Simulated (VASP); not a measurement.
# SiO2 (rutile type) (P4_2/mnm) in VASP: a series of runs

The runs below take SiO2 (rutile type) through single point, with PBEsol.

Program: VASP 6.6.1. These are calculated values, not measurements. Logs are shortened: lines on timing, memory, paths and dates and some standing lists are left out, and cuts for length are marked.

### Step 1. The cell of the first run

It takes space group P4_2/mnm (No. 136, tetragonal). Conventional cell: a = 3.996 Å, b = 3.996 Å, c = 2.597 Å, α = 90.00°, β = 90.00°, γ = 90.00°. Si (site symmetry mmm) has 6 O at 1.71 Å within 2.3 Å. O (site symmetry m2m) has 3 Si at 1.71 Å and 1 O at 2.23 Å within 2.3 Å.

### Step 2. Single point, PBEsol (6.91 Å³/atom)

INCAR

```
ALGO = Normal
EDIFF = 1E-6
ENCUT = 520
GGA = PS
ISIF = 2
ISMEAR = -1
LASPH = True
LCHARG = False
LREAL = False
LWAVE = False
NBANDS = 25
NELM = 100
PREC = Accurate
SIGMA = 0.05
```

KPOINTS

```
k-points
0
Gamma
  8 8 11
```

POSCAR

```
SiO2
1.0
    3.9963460058      0.0000000000      0.0000000000
    0.0000000000      3.9963460058      0.0000000000
    0.0000000000      0.0000000000      2.5968086774
Si O
2 4
Direct
    0.0000000000      0.0000000000      0.0000000000
    0.5000000000      0.5000000000      0.5000000000
    0.3023330082      0.3023330082      0.0000000000
    0.6976669918      0.6976669918      0.0000000000
    0.8023330082      0.1976669918      0.5000000000
    0.1976669918      0.8023330082      0.5000000000
```

Potentials or basis: VASP PAW PBE potentials, release 64 (Si, O).

Command:

```console
$ cat potpaw_PBE.64/Si/POTCAR potpaw_PBE.64/O/POTCAR > POTCAR
$ mpirun -np 1 vasp_std > vasp.out
```

OUTCAR:

```text
EDIFF = 1E-6
   ENCUT = 520
   GGA = PS
   ISIF = 2
   ISMEAR = -1
   LASPH = True
   LREAL = False
   NELM = 100
   PREC = Accurate

 ion  position               nearest neighbor table
   1  0.000  0.000  0.000-   3 1.71   4 1.71   5 1.71   6 1.71   5 1.71   6 1.71   2 3.11   2 3.11
                             2 3.11   2 3.11   2 3.11   2 3.11   2 3.11   2 3.11
   2  0.500  0.500  0.500-   5 1.71   6 1.71   3 1.71   4 1.71   3 1.71   4 1.71   1 3.11   1 3.11
                             1 3.11   1 3.11   1 3.11   1 3.11   1 3.11   1 3.11
   3  0.302  0.302  0.000-   1 1.71   2 1.71   2 1.71
   4  0.698  0.698  0.000-   1 1.71   2 1.71   2 1.71
   5  0.802  0.198  0.500-   2 1.71   1 1.71   1 1.71
   6  0.198  0.802  0.500-   2 1.71   1 1.71   1 1.71

  LATTYP: Found a simple tetragonal cell.
 ALAT       =     3.9963460058
 C/A-ratio  =     0.6497957568

  Lattice vectors:

 A1 = (   3.9963460058,   0.0000000000,   0.0000000000)
 A2 = (   0.0000000000,   3.9963460058,   0.0000000000)
 A3 = (   0.0000000000,   0.0000000000,   2.5968086774)

Analysis of symmetry for initial positions (statically):
=====================================================================
 Subroutine PRICEL returns:
 Original cell was already a primitive cell.

 Routine SETGRP: Setting up the symmetry group for a
 simple tetragonal supercell.

 Subroutine GETGRP returns: Found 16 space group operations
 (whereof  8 operations were pure point group operations)
 out of a pool of 16 trial point group operations.

The static configuration has the point symmetry D_2h.
 The point group associated with its full space group is D_4h.

Analysis of symmetry for dynamics (positions and initial velocities):
=====================================================================
 Subroutine PRICEL returns:
 Original cell was already a primitive cell.

 Routine SETGRP: Setting up the symmetry group for a
 simple tetragonal supercell.

 Subroutine GETGRP returns: Found 16 space group operations
 (whereof  8 operations were pure point group operations)
 out of a pool of 16 trial point group operations.

The dynamic configuration has the point symmetry D_2h.
 The point group associated with its full space group is D_4h.

 Subroutine INISYM returns: Found 16 space group operations
 (whereof  8 operations are pure point group operations),
 and found     1 'primitive' translations

----------------------------------------------------------------------------------------

                                     Primitive cell

  volume of cell :      41.4731

  direct lattice vectors                    reciprocal lattice vectors
     3.996346006  0.000000000  0.000000000     0.250228583  0.000000000  0.000000000
     0.000000000  3.996346006  0.000000000     0.000000000  0.250228583  0.000000000
     0.000000000  0.000000000  2.596808677     0.000000000  0.000000000  0.385088054

  length of vectors
     3.996346006  3.996346006  2.596808677     0.250228583  0.250228583  0.385088054

  position of ions in fractional coordinates (direct lattice)
     0.000000000  0.000000000  0.000000000
     0.500000000  0.500000000  0.500000000
     0.302333008  0.302333008  0.000000000
     0.697666992  0.697666992  0.000000000
     0.802333008  0.197666992  0.500000000
     0.197666992  0.802333008  0.500000000

  ion indices of the primitive-cell ions
   primitive index   ion index
                 1           1
                 2           2
                 3           3
                 4           4
                 5           5
                 6           6

----------------------------------------------------------------------------------------

 KPOINTS: k-points

Automatic generation of k-mesh.
 Grid dimensions read from file:
 generate k-points for:    8    8   11

 Generating k-lattice:

  Cartesian coordinates                     Fractional coordinates (reciprocal lattice)
     0.031278573  0.000000000  0.000000000     0.125000000  0.000000000  0.000000000
     0.000000000  0.031278573  0.000000000     0.000000000  0.125000000  0.000000000
     0.000000000  0.000000000  0.035008005     0.000000000  0.000000000  0.090909091

  Length of vectors
     0.031278573  0.031278573  0.035008005

  Shift w.r.t. Gamma in fractional coordinates (k-lattice)
     0.000000000  0.000000000  0.000000000

 Subroutine IBZKPT returns following result:
 ===========================================

 Found     90 irreducible k-points:

 Following reciprocal coordinates:
            Coordinates               Weight
  0.000000  0.000000  0.000000      1.000000
  0.125000  0.000000  0.000000      4.000000
  0.250000  0.000000  0.000000      4.000000
  0.375000  0.000000  0.000000      4.000000
  0.500000  0.000000  0.000000      2.000000
  0.125000  0.125000  0.000000      4.000000
[... 16 lines left out ...]
  0.375000  0.125000  0.090909     16.000000
  0.500000  0.125000  0.090909      8.000000
 [... further k-points ...]
   k-points           NKPTS =     90   k-points in BZ     NKDIM =     90   number of bands    NBANDS=     25
   number of dos      NEDOS =    301   number of ions     NIONS =      6
   total plane-waves  NPLWV =  18000
   dimension x,y,z NGX =    30 NGY =   30 NGZ =   20
   dimension x,y,z NGXF=    60 NGYF=   60 NGZF=   40
   ions per type =               2   4
   NGX,Y,Z   is equivalent  to a cutoff of  12.48, 12.48, 12.80 a.u.
   NGXF,Y,Z  is equivalent  to a cutoff of  24.96, 24.96, 25.61 a.u.
 SYSTEM =  unknown system
   PREC   = accura    normal or accurate (medium, high low for compatibility)
   ISTART =      0    job   : 0-new  1-cont  2-samecut
   ICHARG =      2    charge: 1-file 2-atom 10-const
   ISPIN  =      1    spin polarized calculation?
   LNONCOLLINEAR =      F non collinear calculations
   LSORBIT =      F    spin-orbit coupling
   LASPH  =      T    aspherical Exc in radial PAW
   ENCUT  =  520.0 eV  38.22 Ry    6.18 a.u.   7.43  7.43  4.83*2*pi/ulx,y,z
   NELM   =    100;   NELMIN=  2; NELMDL= -5     # of ELM steps
   EDIFF  = 0.1E-05   stopping-criterion for ELM
   LREAL  =      F    real-space projection
   EDIFFG = 0.1E-04   stopping-criterion for IOM
   NSW    =      0    number of steps for IOM
   IBRION =     -1    ionic relax: 0-MD 1-quasi-New 2-CG
   NFREE  =      0    steps in history (QN), initial steepest desc. (CG)
   ISIF   =      2    stress and relaxation
   ISYM   =      2    0-nonsym 1-usesym 2-fastsym
   POTIM  = 0.5000    time-step for ionic-motion
   TEBEG  =    0.0;   TEEND  =   0.0 temperature during run
   PSTRESS=    0.0 pullay stress
   NELECT =      32.0000    total number of electrons
   NUPDOWN=      -1.0000    fix difference up-down
   EMIN   =  10.00;   EMAX   =-10.00  energy-range for DOS
   EFERMI =   0.00;   METHOD = LEGACY
   ISMEAR =    -1;   SIGMA  =   0.05  broadening in eV -4-tet -1-fermi 0-gaus
   EFERMI_NEDOS =   21; number of points for ismear=-14 and -15
   IALGO  =     38    algorithm
   IMIX   =      4    mixing-type and parameters
     AMIX     =   0.40;   BMIX     =  1.00
     AMIX_MAG =   1.60;   BMIX_MAG =  1.00
  volume/ion in A,a.u.               =       6.91        46.65
  Fermi-wavevector in a.u.,A,eV,Ry     =   1.501537  2.837494 30.675888  2.254614
  Thomas-Fermi vector in A             =   2.612895
   LORBIT       =      0    0 simple, 1 ext, 2 COOP (PROOUT), +10 PAW based schemes
   GGA     = PS    functional components
   LHFCALC =     F    Hartree Fock is set to
   AEXX    =    0.0000 exact exchange contribution
   IVDW    =     0    specifies the selected vdW correction
   LEPSILON=     F    determine dielectric tensor
   LRPA    =     F    only Hartree local field effects (RPA)
 non-spin polarized calculation
  energy-cutoff  :      520.00
  volume of cell :       41.47
 maximum number of plane-waves:      1132
 NGX is ok and might be reduce to    30
   NGX = 15   NGY = 15   NGZ =  9

 number of electron      31.9999991 magnetization

 Free energy of the ion-electron system (eV)
  ---------------------------------------------------
  ext. energy  EPLUGINS =         0.00000000
  ---------------------------------------------------
  free energy    TOTEN  =       -48.16641543 eV

  energy without entropy =      -48.16641543  energy(sigma->0) =      -48.16641543

 E-fermi :  10.8261     XC(G=0): -13.1566

 val. band max:        9.9225804543   @ k =   0.0000   0.0000   0.0000
 cond. band min:      16.5924064705   @ k =   0.0000   0.0000   0.0000
 fundamental gap:      6.6698260162
 Fermi energy:        10.8260601076

 k-point     1 :       0.0000    0.0000    0.0000
  band No.  band energies     occupation
      1     -13.9389      2.00000
      2      -9.6498      2.00000
      3      -9.6498      2.00000
      4      -9.0894      2.00000
      5      -1.9953      2.00000
      6       2.4117      2.00000
[... 17 lines left out ...]
     24      26.2338      0.00000
     25      26.9040      0.00000

 k-point     2 :       0.1250    0.0000    0.0000
  band No.  band energies     occupation
      1     -13.8424      2.00000
      2     -10.1310      2.00000
      3      -9.5955      2.00000
      4      -8.8348      2.00000
      5      -1.8792      2.00000
      6       2.2361      2.00000
[... 17 lines left out ...]
     24      25.5708      0.00000
     25      26.8278      0.00000

 k-point     3 :       0.2500    0.0000    0.0000
  band No.  band energies     occupation
      1     -13.5567      2.00000
      2     -10.9157      2.00000
      3      -9.4405      2.00000
      4      -8.6747      2.00000
      5      -1.5485      2.00000
      6       1.3486      2.00000
[... 552 lines left out ...]
 k-point    23 :       0.3750    0.1250    0.0909
  band No.  band energies     occupation
      1     -12.8933      2.00000
      2     -11.5805      2.00000
      3      -9.3647      2.00000
      4      -8.8153      2.00000
      5      -0.7398      2.00000
      6       0.6853      2.00000
[... 17 lines left out ...]
     24      24.2672      0.00000
     25      25.3852      0.00000

 k-point    24 :       0.5000    0.1250    0.0909
  band No.  band energies     occupation
      1     -12.2914      2.00000
      2     -12.2914      2.00000
      3      -9.0780      2.00000
      4      -9.0780      2.00000
      5      -0.0693      2.00000
      6      -0.0693      2.00000
[... 17 lines left out ...]
     24      23.5483      0.00000
     25      25.4408      0.00000

 [... further k-points ...]
[... 5 lines left out ...]
  --------------------------------------------------------------------------------------
  -------------------------------------------------------------------------------------
  Total       13.1230034     13.1230034     13.3489207      0.0000000      0.0000000      0.0000000
  in kB      506.9646802    506.9646802    515.6922626      0.0000000      0.0000000      0.0000000
  external PRESSURE =     509.8738743 kB  Pullay stress =       0.0000000 kB

 VOLUME and BASIS-vectors are now :
 -----------------------------------------------------------------------------
  energy-cutoff  :      520.00
  volume of cell :       41.47
      direct lattice vectors                 reciprocal lattice vectors
     3.996346006  0.000000000  0.000000000     0.250228583  0.000000000  0.000000000
     0.000000000  3.996346006  0.000000000     0.000000000  0.250228583  0.000000000
     0.000000000  0.000000000  2.596808677     0.000000000  0.000000000  0.385088054

 POSITION                                       TOTAL-FORCE (eV/Angst)
 -----------------------------------------------------------------------------------
      0.00000      0.00000      0.00000         0.000000      0.000000     -0.000000
      1.99817      1.99817      1.29840         0.000000      0.000000     -0.000000
      1.20823      1.20823      0.00000        -0.016035     -0.016035      0.000000
      2.78812      2.78812      0.00000         0.016035      0.016035     -0.000000
      3.20640      0.78995      1.29840        -0.016035      0.016035     -0.000000
      0.78995      3.20640      1.29840         0.016035     -0.016035     -0.000000
 -----------------------------------------------------------------------------------
    total drift:                               -0.000000      0.000000     -0.000000

  FREE ENERGIE OF THE ION-ELECTRON SYSTEM (eV)
  ---------------------------------------------------
  free  energy   TOTEN  =       -48.1664154260 eV

  energy  without entropy=      -48.1664154259  energy(sigma->0) =      -48.16641543
```

It took 1.9 min on 1 thread of Intel Xeon 8259CL, shared host; peak memory 0.19 GiB.

What came out:

| Property | Result |
| --- | --- |
| Free energy | -48.1664 eV |
| Pressure | 51.0 GPa |
| Largest force | 0.023 eV/Å |
| Band gap on the k mesh | 6.67 eV |

Forces on the atoms (eV/Å):
```
Si   0.000  0.000  0.000
Si   0.000  0.000  0.000
O   -0.016 -0.016  0.000
O    0.016  0.016  0.000
O   -0.016  0.016  0.000
O    0.016 -0.016  0.000
```

Stress tensor (GPa, compression positive):
```
50.70  0.00  0.00
 0.00 50.70  0.00
 0.00  0.00 51.57
```

Levels at points of the mesh, in eV from the valence-band top:
```
           k point  band 13  band 14  band 15  band 16  band 17  band 18  band 19  band 20
(0.00, 0.00, 0.00)    -2.55    -0.99    -0.99     0.00     6.67     7.57     8.96     8.96
(0.50, 0.00, 0.00)    -2.97    -2.97    -1.17    -1.17     8.81     8.81     9.72     9.72
(0.50, 0.50, 0.00)    -3.22    -3.22    -2.70    -2.70     8.59     8.59    10.88    10.88
```

Caveat: the cell stands under pressure; the PAW data sets were made with another functional, which shifts forces and pressure a little; an odd mesh through Γ misses points on the zone boundary, where band edges can lie.

### Step 3. Single point, PBEsol (6.91 Å³/atom)

INCAR

```
SYSTEM = SiO2
PREC = Accurate ; ENCUT = 520
EDIFF = 1E-7 ; ISMEAR = -1
SIGMA = 0.05 ; LREAL = .FALSE.
LASPH = .TRUE. ; NELM = 80
ALGO = Normal ; ISIF = 2
LWAVE = .FALSE. ; LCHARG = .FALSE.
GGA = PS ; NBANDS = 25
```

KPOINTS

```
Automatic mesh
0
G
  8 8 11
  0 0 0
```

POSCAR is that of step 2.

Potentials or basis: VASP PAW PBE potentials, release 64 (Si, O).

Command:

```console
$ cat potpaw_PBE.64/Si/POTCAR potpaw_PBE.64/O/POTCAR > POTCAR
$ mpirun -np 1 vasp_std > vasp.out
```

It took 2.3 min on 1 thread of Intel Xeon 8259CL, shared host; peak memory 0.19 GiB.

Results (log left out):

- Free energy: -48.1664 eV
- Pressure: 51.0 GPa
- Largest force: 0.023 eV/Å
- Band gap on the k mesh: 6.67 eV

Forces on the atoms (eV/Å):
```
Si   0.000  0.000  0.000
Si   0.000  0.000  0.000
O   -0.016 -0.016  0.000
O    0.016  0.016  0.000
O   -0.016  0.016  0.000
O    0.016 -0.016  0.000
```

Stress tensor (GPa, compression positive):
```
50.70  0.00  0.00
 0.00 50.70  0.00
 0.00  0.00 51.58
```

Levels at points of the mesh, in eV from the valence-band top:
| k point | band 12 | band 13 | band 14 | band 15 | band 16 | band 17 | band 18 | band 19 | band 20 | band 21 |
| --- | --- | --- | --- | --- | --- | --- | --- | --- | --- | --- |
| (0.00, 0.00, 0.00) | -3.59 | -2.55 | -0.99 | -0.99 | 0.00 | 6.67 | 7.57 | 8.96 | 8.96 | 11.01 |
| (0.50, 0.00, 0.00) | -4.59 | -2.97 | -2.97 | -1.17 | -1.17 | 8.81 | 8.81 | 9.72 | 9.72 | 11.92 |
| (0.50, 0.50, 0.00) | -3.77 | -3.22 | -3.22 | -2.70 | -2.70 | 8.59 | 8.59 | 10.88 | 10.88 | 14.18 |

Caveat: the cell stands under pressure; the PAW data sets were made with another functional, which shifts forces and pressure a little; an odd mesh through Γ misses points on the zone boundary, where band edges can lie.
